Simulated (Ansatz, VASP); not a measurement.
Be in VASP and in Ansatz

```
Be
1.0
     2.34501    0.00000    0.00000
    -1.17250    2.03084    0.00000
     0.00000    0.00000    3.68703
Be
2
Cartesian
  0.0000 1.3539 0.9218
  1.1725 0.6769 2.7653
```

Alike in both runs: task single point; functional PBEsol; k mesh 26 × 26 × 15; occupations fermi-dirac, width 0.1 eV; no spin polarisation.

```csv
,VASP,Ansatz
version,VASP 6.6.1,Ansatz 0.2.0
potentials or method,"VASP PAW PBE potentials, release 64 (Be), cutoff 520 eV","plane waves (420 eV) with PAW, scalar-relativistic"
valence electrons in the cell,4,4
```

|  | VASP | Ansatz | Ansatz less VASP |
| --- | --- | --- | --- |
| pressure (GPa) | -11.4 | -11.7 | -0.27 |
| traceless stress, the component that is largest in VASP (GPa) | -0.39 | -0.43 | -0.040 |

VASP's potentials were made for PBE, not for PBEsol, and Ansatz warns of the same on its side.
